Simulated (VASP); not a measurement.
# C10O in VASP: a series of runs

The runs below take C10O through single point, with PBE+D3(BJ).

Everything below comes from runs of VASP 6.6.1. Logs are shortened: lines on timing, memory, paths and dates and some standing lists are left out, and cuts for length are marked.

### 1 The cell of the first run

The cell holds a slab with vacuum, 11 atoms: a = 2.465 Å, b = 2.465 Å, c = 32.477 Å, α = 90.00°, β = 90.00°, γ = 120.00°.

### 2 Single point, PBE+D3(BJ)

INCAR reads:

```
SYSTEM = C10O
  PREC = Accurate
  ENCUT = 520
  EDIFF = 1E-7
  ISMEAR = 0
  SIGMA = 0.1
  LREAL = .FALSE.
  LASPH = .TRUE.
  NELM = 100
  ALGO = Normal
  ISIF = 2
  LWAVE = .FALSE.
  LCHARG = .TRUE.
  LDIPOL = .TRUE.
  IDIPOL = 3
  DIPOL = 0.5 0.5 0.491
  GGA = PE
  IVDW = 12
  LELF = .TRUE.
  LVHAR = .TRUE.
  LVACPOTAV = .TRUE.
  NBANDS = 34
```

KPOINTS reads:

```
Automatic mesh
0
G
  12 12 1
  0 0 0
```

POSCAR reads:

```
C10O
1.0
    2.4649796668      0.0000000000      0.0000000000
   -1.2324898334      2.1347350113      0.0000000000
    0.0000000000      0.0000000000     32.4768659153
C O
10 1
Direct
    0.0000000000      0.0000000000      0.2617247692
    0.6666666666      0.3333333333      0.2617247620
    0.0000000000      0.0000000000      0.3654668122
    0.3333333333      0.6666666667      0.3654668050
   -0.1037256181     -0.2074512362      0.4694349414
    0.5630650907      0.1261301813      0.4694254725
   -0.1099025422     -0.2198050845      0.5730912659
    0.2234173942      0.4468347883      0.5729978659
    0.1837022296      0.3674044592      0.6781104216
    0.8489321430      0.6978642860      0.6690452560
    0.2470297093      0.4940594186      0.7198890893
```

Potentials or basis: VASP PAW PBE potentials, release 64 (C, O).

Launch:

```bash
$ cat potpaw_PBE.64/C/POTCAR potpaw_PBE.64/O/POTCAR > POTCAR
$ mpirun -np 1 vasp_std > vasp.out
```

OUTCAR:

```text
SYSTEM = C10O
   PREC = Accurate
   ENCUT = 520
   EDIFF = 1E-7
   ISMEAR = 0
   LREAL = .FALSE.
   LASPH = .TRUE.
   NELM = 100
   ISIF = 2
   GGA = PE
   IVDW = 12
 IVDW          = 12

 ion  position               nearest neighbor table
   1  0.000  0.000  0.262-   2 1.42   2 1.42   2 1.42
   2  0.667  0.333  0.262-   1 1.42   1 1.42   1 1.42
   3  0.000  0.000  0.365-   4 1.42   4 1.42   4 1.42
   4  0.333  0.667  0.365-   3 1.42   3 1.42   3 1.42
   5  0.896  0.793  0.469-   6 1.42   6 1.42   6 1.42
   6  0.563  0.126  0.469-   5 1.42   5 1.42   5 1.42
   7  0.890  0.780  0.573-   8 1.42   8 1.42   8 1.42
   8  0.223  0.447  0.573-   7 1.42   7 1.42   7 1.42
   9  0.184  0.367  0.678-  11 1.38  10 1.45  10 1.45  10 1.46
  10  0.849  0.698  0.669-   9 1.45   9 1.45   9 1.46
  11  0.247  0.494  0.720-   9 1.38

  LATTYP: Found a hexagonal cell.
 ALAT       =     2.4649796668
 C/A-ratio  =    13.1753078343

  Lattice vectors:

 A1 = (   2.4649796668,   0.0000000000,   0.0000000000)
 A2 = (  -1.2324898334,   2.1347350113,   0.0000000000)
 A3 = (   0.0000000000,   0.0000000000,  32.4768659153)

Analysis of symmetry for initial positions (statically):
=====================================================================
 Subroutine PRICEL returns:
 Original cell was already a primitive cell.

 Routine SETGRP: Setting up the symmetry group for a
 hexagonal supercell.

 Subroutine GETGRP returns: Found  2 space group operations
 (whereof  2 operations were pure point group operations)
 out of a pool of 24 trial point group operations.

The static configuration has the point symmetry C_1h.

Analysis of symmetry for dynamics (positions and initial velocities):
=====================================================================
 Subroutine PRICEL returns:
 Original cell was already a primitive cell.

 Routine SETGRP: Setting up the symmetry group for a
 hexagonal supercell.

 Subroutine GETGRP returns: Found  2 space group operations
 (whereof  2 operations were pure point group operations)
 out of a pool of 24 trial point group operations.

The dynamic configuration has the point symmetry C_1h.

 Subroutine INISYM returns: Found  2 space group operations
 (whereof  2 operations are pure point group operations),
 and found     1 'primitive' translations

----------------------------------------------------------------------------------------

                                     Primitive cell

  volume of cell :     170.8958

  direct lattice vectors                    reciprocal lattice vectors
     2.464979667  0.000000000  0.000000000     0.405682860  0.234221108  0.000000000
    -1.232489833  2.134735011  0.000000000     0.000000000  0.468442216  0.000000000
     0.000000000  0.000000000 32.476865915     0.000000000  0.000000000  0.030791148

  length of vectors
     2.464979667  2.464979667 32.476865915     0.468442216  0.468442216  0.030791148

  position of ions in fractional coordinates (direct lattice)
     0.000000000  0.000000000  0.261724769
     0.666666667  0.333333333  0.261724762
     0.000000000  0.000000000  0.365466812
     0.333333333  0.666666667  0.365466805
     0.896274382  0.792548764  0.469434941
     0.563065091  0.126130181  0.469425472
     0.890097458  0.780194915  0.573091266
     0.223417394  0.446834788  0.572997866
     0.183702230  0.367404459  0.678110422
     0.848932143  0.697864286  0.669045256
     0.247029709  0.494059419  0.719889089

  ion indices of the primitive-cell ions
   primitive index   ion index
                 1           1
                 2           2
                 3           3
                 4           4
                 5           5
                 6           6
                 7           7
                 8           8
                 9           9
                10          10
                11          11

----------------------------------------------------------------------------------------

 KPOINTS: Automatic mesh

Automatic generation of k-mesh.
 Grid dimensions read from file:
 generate k-points for:   12   12    1

 Generating k-lattice:

  Cartesian coordinates                     Fractional coordinates (reciprocal lattice)
     0.033806905  0.019518426  0.000000000     0.083333333  0.000000000  0.000000000
     0.000000000  0.039036851  0.000000000     0.000000000  0.083333333  0.000000000
     0.000000000  0.000000000  0.030791148     0.000000000  0.000000000  1.000000000

  Length of vectors
     0.039036851  0.039036851  0.030791148

  Shift w.r.t. Gamma in fractional coordinates (k-lattice)
     0.000000000  0.000000000  0.000000000

 Subroutine IBZKPT returns following result:
 ===========================================

 Found     43 irreducible k-points:

 Following reciprocal coordinates:
            Coordinates               Weight
  0.000000  0.000000  0.000000      1.000000
  0.083333  0.000000  0.000000      4.000000
  0.000000  0.083333  0.000000      2.000000
  0.166667  0.000000  0.000000      4.000000
  0.000000  0.166667  0.000000      2.000000
  0.250000  0.000000  0.000000      4.000000
[... 16 lines left out ...]
 -0.083333  0.416667  0.000000      4.000000
 -0.416667  0.333333  0.000000      4.000000
 [... further k-points ...]
   k-points           NKPTS =     43   k-points in BZ     NKDIM =     43   number of bands    NBANDS=     34
   number of dos      NEDOS =    301   number of ions     NIONS =     11
   total plane-waves  NPLWV =  81000
   dimension x,y,z NGX =    18 NGY =   18 NGZ =  250
   dimension x,y,z NGXF=    36 NGYF=   36 NGZF=  500
   ions per type =              10   1
   NGX,Y,Z   is equivalent  to a cutoff of  12.14, 12.14, 12.80 a.u.
   NGXF,Y,Z  is equivalent  to a cutoff of  24.28, 24.28, 25.59 a.u.
 SYSTEM =  C10O
   PREC   = accura    normal or accurate (medium, high low for compatibility)
   ISTART =      0    job   : 0-new  1-cont  2-samecut
   ICHARG =      2    charge: 1-file 2-atom 10-const
   ISPIN  =      1    spin polarized calculation?
   LNONCOLLINEAR =      F non collinear calculations
   LSORBIT =      F    spin-orbit coupling
   LASPH  =      T    aspherical Exc in radial PAW
   ENCUT  =  520.0 eV  38.22 Ry    6.18 a.u.   4.58  4.58 60.39*2*pi/ulx,y,z
   NELM   =    100;   NELMIN=  2; NELMDL= -5     # of ELM steps
   EDIFF  = 0.1E-06   stopping-criterion for ELM
   LREAL  =      F    real-space projection
   EDIFFG = 0.1E-05   stopping-criterion for IOM
   NSW    =      0    number of steps for IOM
   IBRION =     -1    ionic relax: 0-MD 1-quasi-New 2-CG
   NFREE  =      0    steps in history (QN), initial steepest desc. (CG)
   ISIF   =      2    stress and relaxation
   ISYM   =      2    0-nonsym 1-usesym 2-fastsym
   POTIM  = 0.5000    time-step for ionic-motion
   TEBEG  =    0.0;   TEEND  =   0.0 temperature during run
   PSTRESS=    0.0 pullay stress
   NELECT =      46.0000    total number of electrons
   NUPDOWN=      -1.0000    fix difference up-down
   EMIN   =  10.00;   EMAX   =-10.00  energy-range for DOS
   EFERMI =   0.00;   METHOD = LEGACY
   ISMEAR =     0;   SIGMA  =   0.10  broadening in eV -4-tet -1-fermi 0-gaus
   EFERMI_NEDOS =   21; number of points for ismear=-14 and -15
   IALGO  =     38    algorithm
   IMIX   =      4    mixing-type and parameters
     AMIX     =   0.40;   BMIX     =  1.00
     AMIX_MAG =   1.60;   BMIX_MAG =  1.00
  volume/ion in A,a.u.               =      15.54       104.84
  Fermi-wavevector in a.u.,A,eV,Ry     =   1.057021  1.997480 15.201701  1.117293
  Thomas-Fermi vector in A             =   2.192278
   LORBIT       =      0    0 simple, 1 ext, 2 COOP (PROOUT), +10 PAW based schemes
   GGA     = PE    functional components
   LHFCALC =     F    Hartree Fock is set to
   AEXX    =    0.0000 exact exchange contribution
   IVDW    =    12    specifies the selected vdW correction
   LEPSILON=     F    determine dielectric tensor
   LRPA    =     F    only Hartree local field effects (RPA)
 non-spin polarized calculation
 Gauss-broadening in eV      SIGMA  =   0.10
  energy-cutoff  :      520.00
  volume of cell :      170.90
 maximum number of plane-waves:      4670
   NGX =  9   NGY =  9   NGZ =121

 dipolmoment           0.000000      0.000000     -0.458955 electrons x Angstroem

 number of electron      45.9999999 magnetization

 dipolmoment           0.000000      0.000000      0.094144 electrons x Angstroem

 Free energy of the ion-electron system (eV)
  ---------------------------------------------------
  ext. energy  EPLUGINS =         0.00000000
  ---------------------------------------------------
  free energy    TOTEN  =       -94.57369456 eV

  energy without entropy =      -94.56557181  energy(sigma->0) =      -94.56963319

 E-fermi :  -0.0017     XC(G=0):  -6.0574

 val. band max:       -0.0024996373   @ k =   0.0000   0.2500   0.0000
 cond. band min:       0.0298105887   @ k =   0.5000   0.0000   0.0000
 fundamental gap:      0.0323102260
 Fermi energy:        -0.0016844754

 k-point     1 :       0.0000    0.0000    0.0000
  band No.  band energies     occupation
      1     -23.5857      2.00000
      2     -19.9782      2.00000
      3     -19.6573      2.00000
      4     -19.5587      2.00000
      5     -19.4442      2.00000
      6     -17.4146      2.00000
[... 26 lines left out ...]
     33       7.8967      0.00000
     34       7.9969      0.00000

 k-point     2 :       0.0833    0.0000    0.0000
  band No.  band energies     occupation
      1     -23.4450      2.00000
      2     -19.8136      2.00000
      3     -19.4922      2.00000
      4     -19.3945      2.00000
      5     -19.2810      2.00000
      6     -17.3014      2.00000
[... 806 lines left out ...]
 k-point    24 :      -0.4167    0.3333    0.0000
  band No.  band energies     occupation
      1     -21.1282      2.00000
      2     -16.6019      2.00000
      3     -16.2688      2.00000
      4     -16.1875      2.00000
      5     -16.0929      2.00000
      6     -15.5775      2.00000
[... 26 lines left out ...]
     33       8.2198      0.00000
     34       8.4208      0.00000

 [... further k-points ...]

------------------------ aborting loop because EDIFF is reached ----------------------------------------

 Edisp (eV)   -1.51540

 E8    (eV) :    -0.4353

  FORCE on cell =-STRESS in cart. coord.  units (eV):
  Direction    XX          YY          ZZ          XY          YZ          ZX
  --------------------------------------------------------------------------------------
  -------------------------------------------------------------------------------------
  Total       6.08285     6.14134     0.30148     0.00000     0.08240     0.00000
  in kB      57.02772    57.57610     2.82644     0.00000     0.77247     0.00000
  external pressure =       39.14 kB  Pullay stress =        0.00 kB

 VOLUME and BASIS-vectors are now :
 -----------------------------------------------------------------------------
  energy-cutoff  :      520.00
  volume of cell :      170.90
      direct lattice vectors                 reciprocal lattice vectors
     2.464979667  0.000000000  0.000000000     0.405682860  0.234221108  0.000000000
    -1.232489833  2.134735011  0.000000000     0.000000000  0.468442216  0.000000000
     0.000000000  0.000000000 32.476865915     0.000000000  0.000000000  0.030791148

 POSITION                                       TOTAL-FORCE (eV/Angst)
 -----------------------------------------------------------------------------------
      0.00000      0.00000      8.50000         0.000000      0.004022      0.009524
      1.23249      0.71158      8.50000         0.000000     -0.001737     -0.011756
      0.00000      0.00000     11.86922         0.000000      0.001765     -0.007541
     -0.00000      1.42316     11.86922        -0.000000     -0.005616      0.010113
      1.23249      1.69188     15.24578        -0.000000      0.003575     -0.007171
      1.23249      0.26925     15.24547         0.000000     -0.003129      0.004559
      1.23249      1.66551     18.61221         0.000000     -0.006565     -0.002012
      0.00000      0.95387     18.60917         0.000000      0.005514      0.002143
      0.00000      0.78431     22.02290         0.000000     -0.042463     -0.214949
      1.23249      1.48976     21.72849         0.000000     -0.010875     -0.041822
      0.00000      1.05469     23.37974         0.000000      0.055508      0.258912
 -----------------------------------------------------------------------------------
    total drift:                               -0.000005      0.000919     -0.000346

  FREE ENERGIE OF THE ION-ELECTRON SYSTEM (eV)
  ---------------------------------------------------
  free  energy   TOTEN  =       -96.0890953040 eV

  energy  without entropy=      -96.0809725511  energy(sigma->0) =      -96.08503393

 vacuum level on the upper side and lower side of the slab         7.507         4.269
```

It took 12 min on 1 thread of Intel Xeon Platinum 8259CL at 2.50GHz (Skylake/Cascade Lake), shared host; peak memory 0.39 GiB.

Results:

```yaml
Free_energy: -96.0891 eV
Largest_force: 0.265 eV/Å
Band_gap_on_the_k_mesh: zero (bands 23 and 24 overlap by 0.11 eV)
Dispersion_energy_per_atom: -0.138 eV
```

Forces in eV/Å, atoms in the order of the input:
```
C    0.000  0.004  0.010
C    0.000 -0.002 -0.012
C    0.000  0.002 -0.008
C    0.000 -0.006  0.010
C    0.000  0.004 -0.007
C    0.000 -0.003  0.005
C    0.000 -0.007 -0.002
C    0.000  0.006  0.002
C    0.000 -0.042 -0.215
C    0.000 -0.011 -0.042
O    0.000  0.056  0.259
```

### 3 Single point, PBE+D3(BJ)

INCAR reads:

```
SYSTEM = C10O
  PREC = Accurate
  ENCUT = 520
  EDIFF = 1E-6
  ISMEAR = -4
  SIGMA = 0.1
  LREAL = .False.
  LASPH = .True.
  NELM = 100
  ALGO = Normal
  ISIF = 2
  LWAVE = .False.
  LCHARG = .False.
  LDIPOL = .True.
  IDIPOL = 3
  DIPOL = 0.5 0.5 0.491
  GGA = PE
  IVDW = 12
  NBANDS = 34
```

KPOINTS reads:

```
Automatic mesh
0
Gamma
  12 12 1
  0 0 0
```

POSCAR is that of step 2.

Potentials or basis: VASP PAW PBE potentials, release 64 (C, O).

Launch:

```bash
$ cat potpaw_PBE.64/C/POTCAR potpaw_PBE.64/O/POTCAR > POTCAR
$ mpirun -np 1 vasp_std > vasp.out
```

Run time: 11 min. Hardware: 1 thread of Intel Xeon Platinum 8259CL at 2.50GHz (Skylake/Cascade Lake), shared host; peak memory 0.39 GiB.

Results (log left out):

| Quantity | Value |
| --- | --- |
| Free energy | -96.0755 eV |
| Largest force | 0.222 eV/Å |
| Band gap on the k mesh | zero (bands 23 and 24 overlap by 0.43 eV) |
| Dispersion energy per atom | -0.138 eV |

Forces on the atoms (eV/Å):
```
C    0.000  0.005  0.010
C    0.000 -0.003 -0.012
C    0.000  0.001 -0.009
C    0.000 -0.004  0.010
C    0.000  0.040  0.000
C    0.000 -0.039  0.001
C    0.000 -0.007 -0.011
C    0.000  0.004 -0.001
C    0.000 -0.062 -0.209
C    0.000 -0.013  0.014
O    0.000  0.078  0.207
```

Levels at points of the mesh, in eV from the Fermi level:
```
           k point  band 20  band 21  band 22  band 23  band 24  band 25  band 26  band 27
(0.00, 0.00, 0.00)    -3.38    -3.38    -1.32     0.08     0.47     3.24     4.35     4.72
(0.50, 0.00, 0.00)    -2.92    -2.71    -2.57    -0.93    -0.02     1.12     1.20     1.40
(0.00, 0.50, 0.00)    -2.96    -2.72    -2.39    -0.68     0.14     0.93     1.12     1.35
```
